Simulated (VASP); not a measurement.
Input of a VASP 6.6.1 run:

The input INCAR:

```
ALGO = Normal
EDIFF = 1E-6
ENCUT = 680
GGA = PE
GGA_COMPAT = F
ISIF = 2
ISMEAR = -1
ISPIN = 2
LASPH = T
LCHARG = F
LMAXMIX = 4
LORBIT = 11
LREAL = F
LWAVE = F
MAGMOM = 1.28 1.28
NBANDS = 26
NELM = 200
PREC = Accurate
SIGMA = 0.051703999572871064
```

File KPOINTS:

```
k-points
0
Gamma
  6 6 6
```

File POSCAR:

```
Mn
1.0
   -2.2001468975      2.2001468975      1.2332440300
    2.2001468975     -2.2001468975      1.2332440300
    2.2001468975      2.2001468975     -1.2332440300
Mn
2
Direct
    0.7500000000      0.2500000000      0.5000000000
    0.0000000000      0.0000000000      0.0000000000
```

Potentials or basis: VASP PAW PBE potentials, release 64 (Mn_sv).

The run is started by

```console
$ cat potpaw_PBE.64/Mn_sv/POTCAR > POTCAR
$ mpirun -np 1 vasp_std > vasp.out
```

**Question.** Estimate the site moments.

**Answer.** Mn +1.15 μB.

**Question.** Estimate the net moment.

**Answer.** 2.41 μB per cell.

Stress tensor (GPa, compression positive):
```
-2.08  0.00  0.00
 0.00 -2.08  0.00
 0.00  0.00  2.37
```

Caveat: the k points lie up to 0.49 Å⁻¹ apart.
